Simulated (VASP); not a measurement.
# Ca (Im-3m) in VASP: single point with r2SCAN

Aim: the single point of Ca with r2SCAN.

Everything below comes from runs of VASP 6.6.1. Logs are shortened: lines on timing, memory, paths and dates and some standing lists are left out, and cuts for length are marked.

**1. The cell of the first run**

Symmetry: Im-3m, No. 229, cubic system. The conventional cell has a = 4.480 Å, b = 4.480 Å, c = 4.480 Å, α = 90.00°, β = 90.00°, γ = 90.00°. Within 5.1 Å of Ca (site symmetry m-3m) lie 14 Ca at 3.88 to 4.48 Å.

**2. Single point, r2SCAN**

The input, POSCAR:

```
Ca
1.0
   -2.2400000000      2.2400000000      2.2400000000
    2.2400000000     -2.2400000000      2.2400000000
    2.2400000000      2.2400000000     -2.2400000000
Ca
1
Direct
    0.0000000000      0.0000000000      0.0000000000
```

The input, INCAR.step1:

```
SYSTEM = Ca
PREC = Accurate ; ENCUT = 550
ISMEAR = 0 ; SIGMA = 0.1
LREAL = .FALSE. ; LASPH = .TRUE.
NELM = 120 ; NBANDS = 11
GGA = PE ; ALGO = Normal
EDIFF = 1E-5 ; LWAVE = .TRUE.
LCHARG = .FALSE. ; GGA_COMPAT = .FALSE.
```

The input, INCAR.step2:

```
SYSTEM = Ca
PREC = Accurate ; ENCUT = 550
EDIFF = 1E-6 ; ISMEAR = 0
SIGMA = 0.1 ; LREAL = .FALSE.
LASPH = .TRUE. ; NELM = 120
ALGO = Normal ; ISIF = 2
LWAVE = .FALSE. ; LCHARG = .FALSE.
METAGGA = R2SCAN ; LMIXTAU = .TRUE.
NBANDS = 11 ; ISTART = 1
GGA_COMPAT = .FALSE.
```

The input, KPOINTS:

```
regular mesh
0
G
  6 6 6
  0 0 0
```

Potentials or basis: VASP PAW PBE potentials, release 64 (Ca_sv).

Launch:

```
$ cat potpaw_PBE.64/Ca_sv/POTCAR > POTCAR
$ cp INCAR.step1 INCAR
$ mpirun -np 1 vasp_std > vasp.out
$ cp INCAR.step2 INCAR
$ mpirun -np 1 vasp_std > vasp.out
```

OUTCAR:

```text
SYSTEM = Ca
   PREC = Accurate
   ENCUT = 550
   EDIFF = 1E-6
   ISMEAR = 0
   LREAL = .FALSE.
   LASPH = .TRUE.
   NELM = 120
   ISIF = 2
   METAGGA = R2SCAN
   ISTART = 1

 ion  position               nearest neighbor table
   1  0.000  0.000  0.000-

  LATTYP: Found a body centered cubic cell.
 ALAT       =     4.4800000000

  Lattice vectors:

 A1 = (  -2.2400000000,   2.2400000000,   2.2400000000)
 A2 = (   2.2400000000,  -2.2400000000,   2.2400000000)
 A3 = (   2.2400000000,   2.2400000000,  -2.2400000000)

Analysis of symmetry for initial positions (statically):
=====================================================================
 Subroutine PRICEL returns:
 Original cell was already a primitive cell.

 Routine SETGRP: Setting up the symmetry group for a
 body centered cubic supercell.

 Subroutine GETGRP returns: Found 48 space group operations
 (whereof 48 operations were pure point group operations)
 out of a pool of 48 trial point group operations.

The static configuration has the point symmetry O_h .

Analysis of symmetry for dynamics (positions and initial velocities):
=====================================================================
 Subroutine PRICEL returns:
 Original cell was already a primitive cell.

 Routine SETGRP: Setting up the symmetry group for a
 body centered cubic supercell.

 Subroutine GETGRP returns: Found 48 space group operations
 (whereof 48 operations were pure point group operations)
 out of a pool of 48 trial point group operations.

The dynamic configuration has the point symmetry O_h .

 Subroutine INISYM returns: Found 48 space group operations
 (whereof 48 operations are pure point group operations),
 and found     1 'primitive' translations

----------------------------------------------------------------------------------------

                                     Primitive cell

  volume of cell :      44.9577

  direct lattice vectors                    reciprocal lattice vectors
    -2.240000000  2.240000000  2.240000000     0.000000000  0.223214286  0.223214286
     2.240000000 -2.240000000  2.240000000     0.223214286  0.000000000  0.223214286
     2.240000000  2.240000000 -2.240000000     0.223214286  0.223214286  0.000000000

  length of vectors
     3.879793809  3.879793809  3.879793809     0.315672670  0.315672670  0.315672670

  position of ions in fractional coordinates (direct lattice)
     0.000000000  0.000000000  0.000000000

  ion indices of the primitive-cell ions
   primitive index   ion index
                 1           1

----------------------------------------------------------------------------------------

 KPOINTS: regular mesh

Automatic generation of k-mesh.
 Grid dimensions read from file:
 generate k-points for:    6    6    6

 Generating k-lattice:

  Cartesian coordinates                     Fractional coordinates (reciprocal lattice)
     0.000000000  0.037202381  0.037202381     0.166666667  0.000000000  0.000000000
     0.037202381  0.000000000  0.037202381     0.000000000  0.166666667  0.000000000
     0.037202381  0.037202381  0.000000000     0.000000000  0.000000000  0.166666667

  Length of vectors
     0.052612112  0.052612112  0.052612112

  Shift w.r.t. Gamma in fractional coordinates (k-lattice)
     0.000000000  0.000000000  0.000000000

 Subroutine IBZKPT returns following result:
 ===========================================

 Found     16 irreducible k-points:

 Following reciprocal coordinates:
            Coordinates               Weight
  0.000000  0.000000  0.000000      1.000000
  0.166667  0.000000  0.000000     12.000000
  0.333333  0.000000  0.000000     12.000000
  0.500000  0.000000  0.000000      6.000000
  0.166667  0.166667  0.000000     24.000000
  0.333333  0.166667  0.000000     48.000000
[... 8 lines left out ...]
  0.500000  0.500000  0.333333     12.000000
  0.500000  0.500000  0.500000      1.000000
   k-points           NKPTS =     16   k-points in BZ     NKDIM =     16   number of bands    NBANDS=     11
   number of dos      NEDOS =    301   number of ions     NIONS =      1
   total plane-waves  NPLWV =  27000
   dimension x,y,z NGX =    30 NGY =   30 NGZ =   30
   dimension x,y,z NGXF=    60 NGYF=   60 NGZF=   60
   ions per type =               1
   NGX,Y,Z   is equivalent  to a cutoff of  12.85, 12.85, 12.85 a.u.
   NGXF,Y,Z  is equivalent  to a cutoff of  25.71, 25.71, 25.71 a.u.
 SYSTEM =  Ca
   PREC   = accura    normal or accurate (medium, high low for compatibility)
   ISTART =      1    job   : 0-new  1-cont  2-samecut
   ICHARG =      0    charge: 1-file 2-atom 10-const
   ISPIN  =      1    spin polarized calculation?
   LNONCOLLINEAR =      F non collinear calculations
   LSORBIT =      F    spin-orbit coupling
   LASPH  =      T    aspherical Exc in radial PAW
   ENCUT  =  550.0 eV  40.42 Ry    6.36 a.u.   7.42  7.42  7.42*2*pi/ulx,y,z
   NELM   =    120;   NELMIN=  2; NELMDL=  0     # of ELM steps
   EDIFF  = 0.1E-05   stopping-criterion for ELM
   LREAL  =      F    real-space projection
   EDIFFG = 0.1E-04   stopping-criterion for IOM
   NSW    =      0    number of steps for IOM
   IBRION =     -1    ionic relax: 0-MD 1-quasi-New 2-CG
   NFREE  =      0    steps in history (QN), initial steepest desc. (CG)
   ISIF   =      2    stress and relaxation
   ISYM   =      2    0-nonsym 1-usesym 2-fastsym
   POTIM  = 0.5000    time-step for ionic-motion
   TEBEG  =    0.0;   TEEND  =   0.0 temperature during run
   PSTRESS=    0.0 pullay stress
   NELECT =      10.0000    total number of electrons
   NUPDOWN=      -1.0000    fix difference up-down
   EMIN   =  10.00;   EMAX   =-10.00  energy-range for DOS
   EFERMI =   0.00;   METHOD = LEGACY
   ISMEAR =     0;   SIGMA  =   0.10  broadening in eV -4-tet -1-fermi 0-gaus
   EFERMI_NEDOS =   21; number of points for ismear=-14 and -15
   IALGO  =     38    algorithm
   IMIX   =      4    mixing-type and parameters
     AMIX     =   0.40;   BMIX     =  1.00
     AMIX_MAG =   1.60;   BMIX_MAG =  1.00
  volume/ion in A,a.u.               =      44.96       303.39
  Fermi-wavevector in a.u.,A,eV,Ry     =   0.991913  1.874443 13.386649  0.983891
  Thomas-Fermi vector in A             =   2.123688
   LORBIT       =      0    0 simple, 1 ext, 2 COOP (PROOUT), +10 PAW based schemes
   METAGGA = R2SCAN    functional components
   LHFCALC =     F    Hartree Fock is set to
   AEXX    =    0.0000 exact exchange contribution
   IVDW    =     0    specifies the selected vdW correction
   LEPSILON=     F    determine dielectric tensor
   LRPA    =     F    only Hartree local field effects (RPA)
 non-spin polarized calculation
 Gauss-broadening in eV      SIGMA  =   0.10
  energy-cutoff  :      550.00
  volume of cell :       44.96
 maximum number of plane-waves:      1334
 NGX is ok and might be reduce to    30
   NGX = 15   NGY = 15   NGZ = 15

 number of electron      10.0000002 magnetization

 Free energy of the ion-electron system (eV)
  ---------------------------------------------------
  ext. energy  EPLUGINS =         0.00000000
  ---------------------------------------------------
  free energy    TOTEN  =        -7.01725772 eV

  energy without entropy =       -7.00824799  energy(sigma->0) =       -7.01275285

 E-fermi :   1.8166     XC(G=0):  -8.0168

 val. band max:        1.7825398378   @ k =   0.3333   0.1667   0.1667
 cond. band min:       1.8454863897   @ k =   0.3333   0.1667   0.1667
 fundamental gap:      0.0629465519
 Fermi energy:         1.8166303264

 k-point     1 :       0.0000    0.0000    0.0000
  band No.  band energies     occupation
      1     -42.2028      2.00000
      2     -22.2341      2.00000
      3     -22.2341      2.00000
      4     -22.2341      2.00000
      5      -2.4171      2.00000
      6       4.3626      0.00000
      7       4.3626      0.00000
      8       4.3626      0.00000
      9       5.3947      0.00000
     10       5.3947      0.00000
     11      12.2601      0.00000

 k-point     2 :       0.1667    0.0000    0.0000
  band No.  band energies     occupation
      1     -42.1998      2.00000
      2     -22.2640      2.00000
      3     -22.2441      2.00000
      4     -22.2341      2.00000
      5      -1.9195      2.00000
      6       4.0497      0.00000
      7       4.0763      0.00000
      8       4.7227      0.00000
      9       5.1899      0.00000
     10       5.4098      0.00000
     11      11.1257      0.00000

 k-point     3 :       0.3333    0.0000    0.0000
  band No.  band energies     occupation
      1     -42.1940      2.00000
      2     -22.3226      2.00000
      3     -22.2638      2.00000
      4     -22.2340      2.00000
      5      -0.5569      2.00000
      6       2.9065      0.00000
      7       3.5891      0.00000
      8       5.2898      0.00000
      9       5.5354      0.00000
     10       5.6643      0.00000
     11       8.4754      0.00000

 k-point     4 :       0.5000    0.0000    0.0000
  band No.  band energies     occupation
      1     -42.1911      2.00000
      2     -22.3515      2.00000
      3     -22.2737      2.00000
      4     -22.2340      2.00000
      5       0.9672      2.00000
      6       1.6119      1.99621
      7       3.3763      0.00000
      8       5.3006      0.00000
      9       5.6647      0.00000
     10       6.3897      0.00000
     11       7.3551      0.00000
[... 127 lines left out ...]
 k-point    14 :      -0.3333    0.3333    0.3333
  band No.  band energies     occupation
      1     -42.1868      2.00000
      2     -22.3114      2.00000
      3     -22.2967      2.00000
      4     -22.2967      2.00000
      5       0.9089      2.00000
      6       2.6659      0.00000
      7       4.4311      0.00000
      8       4.4312      0.00000
      9       5.1661      0.00000
     10       5.6714      0.00000
     11       8.5927      0.00000

 k-point    15 :       0.5000    0.5000    0.3333
  band No.  band energies     occupation
      1     -42.1844      2.00000
      2     -22.3270      2.00000
      3     -22.3076      2.00000
      4     -22.2979      2.00000
      5       1.8694      0.45527
      6       2.0525      0.00085
      7       4.3439      0.00000
      8       4.6009      0.00000
      9       5.7961      0.00000
     10       6.2279      0.00000
     11       6.9498      0.00000

 k-point    16 :       0.5000    0.5000    0.5000
  band No.  band energies     occupation
      1     -42.1821      2.00000
      2     -22.3188      2.00000
      3     -22.3188      2.00000
      4     -22.3188      2.00000
      5       2.0007      0.00925
      6       2.0007      0.00925
      7       5.7185      0.00000
      8       5.7185      0.00000
      9       5.7186      0.00000
     10       6.1755      0.00000
     11       6.1755      0.00000

------------------------ aborting loop because EDIFF is reached ----------------------------------------

  FORCE on cell =-STRESS in cart. coord.  units (eV):
  Direction    XX          YY          ZZ          XY          YZ          ZX
  --------------------------------------------------------------------------------------
  -------------------------------------------------------------------------------------
  Total       -0.1437461     -0.1437461     -0.1437461      0.0000000      0.0000000      0.0000000
  in kB       -5.1227429     -5.1227429     -5.1227429      0.0000000      0.0000000      0.0000000
  external PRESSURE =      -5.1227429 kB  Pullay stress =       0.0000000 kB

 VOLUME and BASIS-vectors are now :
 -----------------------------------------------------------------------------
  energy-cutoff  :      550.00
  volume of cell :       44.96
      direct lattice vectors                 reciprocal lattice vectors
    -2.240000000  2.240000000  2.240000000     0.000000000  0.223214286  0.223214286
     2.240000000 -2.240000000  2.240000000     0.223214286  0.000000000  0.223214286
     2.240000000  2.240000000 -2.240000000     0.223214286  0.223214286  0.000000000

 POSITION                                       TOTAL-FORCE (eV/Angst)
 -----------------------------------------------------------------------------------
      0.00000      0.00000      0.00000         0.000000      0.000000      0.000000
 -----------------------------------------------------------------------------------
    total drift:                               -0.000000     -0.000000      0.000000

  FREE ENERGIE OF THE ION-ELECTRON SYSTEM (eV)
  ---------------------------------------------------
  free  energy   TOTEN  =        -7.0172577217 eV

  energy  without entropy=       -7.0082479881  energy(sigma->0) =       -7.01275285
```

Wall time 21 s (1 thread of Intel Xeon Platinum 8488C (Sapphire Rapids), shared host); peak memory 0.17 GiB.

Results:

```yaml
Free_energy: -7.0173 eV
Pressure: -0.5 GPa
Band_gap_on_the_k_mesh: zero (band 5 reaches 2.00 eV, above the bottom of band 6 at 1.61 eV)
```

Caveat: the PAW data sets were made with another functional, which shifts forces and pressure a little.
